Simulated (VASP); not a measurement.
# Na2Al2O (R-3m) in VASP: a series of runs, part 2 of 2

VASP 6.6.1.

### 3 Single point, PBE

This run uses another cell than the first one, of 22.22 Å³/atom, 1.264 times its volume.

INCAR reads:

```
PREC = Accurate
ENCUT = 520
EDIFF = 1E-6
ISMEAR = 0
SIGMA = 0.1
LREAL = False
LASPH = True
NELM = 100
ALGO = Normal
ISIF = 2
LWAVE = False
LCHARG = False
GGA = PE
NBANDS = 21
```

KPOINTS reads:

```
regular mesh
0
Gamma
  6 6 6
```

POSCAR reads:

```
Na2Al2O
1.0
    2.2071152907      1.2742786072      6.5837210599
   -2.2071152907      1.2742786072      6.5837210599
    0.0000000000     -2.5485572145      6.5837210599
Na Al O
2 2 1
Direct
    0.6131387625      0.6131387625      0.6131387625
    0.3868612375      0.3868612375      0.3868612375
    0.1870339961      0.1870339961      0.1870339961
    0.8129660039      0.8129660039      0.8129660039
    0.5000000000      0.5000000000      0.5000000000
```

Potentials or basis: VASP PAW PBE potentials, release 64 (Na_pv, Al, O).

Launch:

```
cat potpaw_PBE.64/Na_pv/POTCAR potpaw_PBE.64/Al/POTCAR potpaw_PBE.64/O/POTCAR > POTCAR
mpirun -np 1 vasp_std > vasp.out
```

Run time: 2 min. Hardware: 1 thread of Intel Xeon 6975P-C (Granite Rapids), shared host; peak memory 0.41 GiB.

Results (log left out):

| Quantity | Value |
| --- | --- |
| Free energy | -15.6762 eV |
| Pressure | -0.2 GPa |
| Largest force | 0.016 eV/Å |
| Band gap on the k mesh | zero (band 13 reaches 3.17 eV, above the bottom of band 14 at 2.31 eV) |

Forces in eV/Å, atoms in the order of the input:
```
Na   0.000  0.000  0.016
Na   0.000  0.000 -0.016
Al   0.000  0.000 -0.015
Al   0.000  0.000  0.015
O    0.000  0.000  0.000
```

Stress tensor (GPa, compression positive):
```
-0.34  0.00  0.00
 0.00 -0.34  0.00
 0.00  0.00  0.15
```

Levels at points of the mesh, in eV from the Fermi level:
| k point | band 9 | band 10 | band 11 | band 12 | band 13 | band 14 | band 15 | band 16 | band 17 | band 18 |
| --- | --- | --- | --- | --- | --- | --- | --- | --- | --- | --- |
| (0.00, 0.00, 0.00) | -3.85 | -3.50 | -3.50 | -1.05 | -0.40 | 0.81 | 0.81 | 2.93 | 5.30 | 5.98 |
| (0.50, 0.00, 0.00) | -4.08 | -3.35 | -3.04 | -0.67 | -0.51 | 1.34 | 1.84 | 2.22 | 2.40 | 4.09 |
| (0.50, 0.50, 0.00) | -4.08 | -3.26 | -3.11 | -0.98 | -0.56 | 0.70 | 2.31 | 3.03 | 4.13 | 4.29 |
| (0.50, 0.50, 0.50) | -4.26 | -3.50 | -3.50 | -1.41 | 0.80 | 0.80 | 2.21 | 2.38 | 3.01 | 5.85 |

### 4 Relaxation of cell and atoms, PBE

INCAR reads:

```
  PREC = Accurate
  ENCUT = 600
  EDIFF = 1E-6
  ISMEAR = 0
  SIGMA = 0.1
  LREAL = False
  LASPH = True
  NELM = 80
  ALGO = Normal
  ISIF = 3
  LWAVE = False
  LCHARG = False
  GGA = PE
  IBRION = 2
  NSW = 90
  EDIFFG = -0.04
```

KPOINTS is that of step 3.

POSCAR reads:

```
Na2Al2O
1.0
    2.5209171100      1.4554521700      3.9912845600
   -2.5209171100      1.4554521700      3.9912845600
    0.0000000000     -2.9109043400      3.9912845600
Na Al O
2 2 1
Direct
    0.6605621500      0.6605621500      0.6605621500
    0.3394378500      0.3394378500      0.3394378500
    0.1563083100      0.1563083100      0.1563083100
    0.8436916900      0.8436916900      0.8436916900
    0.5000000000      0.5000000000      0.5000000000
```

Launch:

```
cat potpaw_PBE.64/Na_pv/POTCAR potpaw_PBE.64/Al/POTCAR potpaw_PBE.64/O/POTCAR > POTCAR
mpirun -np 1 vasp_std > vasp.out
```

Run time: 7.2 min. Hardware: 1 thread of Intel Xeon 6975P-C (Granite Rapids), shared host; peak memory 0.27 GiB.

It converged, with:

| Item | Value |
| --- | --- |
| Free energy | -15.4984 eV |
| Relaxed volume | 19.49 Å³/atom |
| Relaxed cell | a = 5.995 Å, b = 5.995 Å, c = 5.995 Å, α = 44.84°, β = 44.84°, γ = 44.84° |
| Space group after relaxing (to 0.05 Å) | R-3m (No. 166) |
| Energy gained by relaxing | 640.4 meV/atom |
| Ionic steps | 20 |
| Pressure after relaxing | 0.1 GPa |
| Largest force after relaxing | 0.035 eV/Å |
| Band gap on the k mesh | zero (band 13 reaches 3.52 eV, above the bottom of band 14 at 2.79 eV) |

Forces on the atoms (eV/Å):
```
Na   0.000  0.000  0.027
Na   0.000  0.000 -0.027
Al   0.000  0.000  0.035
Al   0.000  0.000 -0.035
O    0.000  0.000  0.000
```

Stress tensor (GPa, compression positive):
```
 0.14  0.00  0.00
 0.00  0.14  0.00
 0.00  0.00 -0.05
```

The path:
```csv
step,energy change (eV),largest force (eV/Å),pressure (GPa),volume (Å³)
1,0.0000,4.2387,11.68,87.87
2,-2.8380,0.5682,-3.86,103.26
3,-2.8392,0.5665,-3.44,102.25
4,-2.8403,0.5660,-3.57,102.53
5,-3.0000,0.4049,-1.94,96.47
6,-3.0678,0.2226,0.41,90.64
7,-3.0686,0.1951,0.84,89.84
8,-3.0876,0.2098,0.57,90.39
9,-3.1141,0.2712,0.01,91.89
10,-3.1342,0.2321,0.09,92.35
11,-3.1719,0.1736,0.45,93.73
12,-3.1044,0.9056,1.90,96.51
13,-3.1754,0.1648,0.65,94.19
14,-3.1895,0.1284,0.10,95.99
15,-3.1957,0.1018,-0.48,98.03
16,-3.1958,0.0993,-0.53,98.25
17,-3.2002,0.0665,-0.17,97.73
18,-3.2011,0.0464,0.06,97.39
19,-3.2011,0.0444,0.08,97.36
20,-3.2020,0.0351,0.08,97.47
```

Final structure:
```cif
data_structure
_symmetry_space_group_name_H-M 'P 1'
_symmetry_Int_Tables_number 1
_cell_length_a 5.9950
_cell_length_b 5.9950
_cell_length_c 5.9950
_cell_angle_alpha 44.839
_cell_angle_beta 44.839
_cell_angle_gamma 44.839
_cell_volume 97.47
loop_
_atom_site_label
_atom_site_type_symbol
_atom_site_fract_x
_atom_site_fract_y
_atom_site_fract_z
_atom_site_occupancy
Na1 Na 0.63243 0.63243 0.63243 1
Na2 Na 0.36757 0.36757 0.36757 1
Al1 Al 0.15307 0.15307 0.15307 1
Al2 Al 0.84693 0.84693 0.84693 1
O1 O 0.50000 0.50000 0.50000 1
```

Levels at points of the mesh, in eV from the Fermi level:
```csv
k point,band 11,band 12,band 13,band 14,band 15,band 16
"(0.00, 0.00, 0.00)",-3.18,0.04,0.16,0.45,0.45,2.00
"(0.50, 0.00, 0.00)",-2.65,-0.65,-0.40,0.95,2.02,3.07
"(0.50, 0.50, 0.00)",-2.79,-1.20,-0.32,0.90,1.80,3.44
"(0.50, 0.50, 0.50)",-3.18,-1.05,0.36,0.36,1.83,4.95
```

### 5 Relaxation of cell and atoms, PBE

This run uses another cell than the first one, of 22.22 Å³/atom, 1.264 times its volume.

INCAR reads:

```
SYSTEM = Na2Al2O
PREC = Accurate
ENCUT = 600
EDIFF = 1E-7
ISMEAR = 0
SIGMA = 0.1
LREAL = .False.
LASPH = .True.
NELM = 100
ALGO = Normal
ISIF = 3
LWAVE = .False.
LCHARG = .False.
GGA = PE
IBRION = 2
NSW = 100
EDIFFG = -0.01
```

KPOINTS reads:

```
Automatic mesh
0
Gamma
  12 12 12
  0 0 0
```

POSCAR reads:

```
Na2Al2O
1.0
    2.2071152907      1.2742786072      6.5837210599
   -2.2071152907      1.2742786072      6.5837210599
    0.0000000000     -2.5485572145      6.5837210599
Na Al O
2 2 1
Direct
    0.6131387625      0.6131387625      0.6131387625
    0.3868612375      0.3868612375      0.3868612375
    0.1870339961      0.1870339961      0.1870339961
    0.8129660039      0.8129660039      0.8129660039
    0.5000000000      0.5000000000      0.5000000000
```

Launch:

```
cat potpaw_PBE.64/Na_pv/POTCAR potpaw_PBE.64/Al/POTCAR potpaw_PBE.64/O/POTCAR > POTCAR
mpirun -np 1 vasp_std > vasp.out
```

Run time: 1.6 h. Hardware: 1 thread of Intel Xeon Platinum 8488C (Sapphire Rapids), shared host; peak memory 0.76 GiB.

The run converged. Its results:

| Item | Value |
| --- | --- |
| Free energy | -15.6984 eV |
| Relaxed volume | 22.07 Å³/atom |
| Relaxed cell | a = 7.423 Å, b = 7.423 Å, c = 7.423 Å, α = 33.39°, β = 33.39°, γ = 33.39° |
| Space group after relaxing (to 0.05 Å) | R-3m (No. 166) |
| Energy gained by relaxing | 2.0 meV/atom |
| Ionic steps | 15 |
| Pressure after relaxing | 0.0 GPa |
| Largest force after relaxing | 0.007 eV/Å |
| Band gap on the k mesh | zero (band 13 reaches 3.64 eV, above the bottom of band 14 at 2.47 eV) |

Forces on the atoms (eV/Å):
```
Na   0.000  0.000  0.004
Na   0.000  0.000 -0.004
Al   0.000  0.000  0.007
Al   0.000  0.000 -0.007
O    0.000  0.000  0.000
```

The path:
| step | energy change (eV) | largest force (eV/Å) | pressure (GPa) | volume (Å³) |
| --- | --- | --- | --- | --- |
| 1 | 0.0000 | 0.0206 | -0.33 | 111.10 |
| 2 | -0.0023 | 0.0097 | -0.11 | 110.36 |
| 3 | -0.0030 | 0.0271 | 0.10 | 109.74 |
| 4 | -0.0031 | 0.0295 | 0.12 | 109.67 |
| 5 | -0.0036 | 0.0338 | 0.06 | 109.83 |
| 6 | -0.0038 | 0.0657 | -0.10 | 110.32 |
| 7 | -0.0039 | 0.0471 | -0.05 | 110.16 |
| 8 | -0.0044 | 0.0436 | -0.04 | 110.16 |
| 9 | -0.0057 | 0.0372 | -0.02 | 110.19 |
| 10 | -0.0078 | 0.0254 | 0.01 | 110.22 |
| 11 | -0.0090 | 0.0632 | 0.06 | 110.23 |
| 12 | -0.0092 | 0.0414 | 0.05 | 110.23 |
| 13 | -0.0097 | 0.0216 | -0.05 | 110.48 |
| 14 | -0.0099 | 0.0080 | -0.15 | 110.74 |
| 15 | -0.0102 | 0.0067 | -0.05 | 110.33 |

Final structure:
```
Na Al O
1.0
     2.13258    1.23125    7.00295
    -2.13258    1.23125    7.00295
     0.00000   -2.46250    7.00295
Na Al O
2 2 1
Direct
  0.61113 0.61113 0.61113
  0.38887 0.38887 0.38887
  0.19192 0.19192 0.19192
  0.80808 0.80808 0.80808
  0.50000 0.50000 0.50000
```

Levels at points of the mesh, in eV from the Fermi level:
```csv
k point,band 10,band 11,band 12,band 13,band 14,band 15,band 16,band 17
"(0.00, 0.00, 0.00)",-3.97,-3.97,-1.56,-0.78,1.01,1.01,3.46,4.57
"(0.50, 0.00, 0.00)",-3.58,-3.38,-0.99,-0.70,1.12,1.56,1.81,2.65
"(0.50, 0.50, 0.00)",-3.62,-3.30,-1.24,-0.79,0.59,2.46,2.58,3.67
"(0.50, 0.50, 0.50)",-3.97,-3.97,-1.81,1.01,1.01,1.20,1.76,3.46
```

### 6 Summary

```csv
task,cell,k mesh,cutoff (eV),gap on the mesh (eV),pressure (GPa),relaxed volume (Å³/atom),largest force (eV/Å)
single point,"a = 4.940 Å, angles 61.4°, 5 atoms",6 × 6 × 6,520,none,11.7,-,4.24
single point,"a = 7.060 Å, angles 36.4°, 5 atoms",6 × 6 × 6,520,none,-0.2,-,0.02
relaxation of cell and atoms,"relaxed from a = 4.940 Å, angles 61.4°, 5 atoms",6 × 6 × 6,600,none,0.1,19.49,0.04
relaxation of cell and atoms,"relaxed from a = 7.060 Å, angles 36.4°, 5 atoms",12 × 12 × 12,600,none,0.0,22.07,0.01
```

Alike in all rows: level PBE; potentials or basis VASP PAW PBE potentials, release 64 (Na_pv, Al, O); no spin polarisation; smearing gaussian 0.1 eV.

Caveats: forces of over 1 eV/Å act on the atoms, so gaps and moduli don't describe the material at rest (some runs).

Total energies depend on the potentials used, so only differences within one code and one set of settings carry meaning.
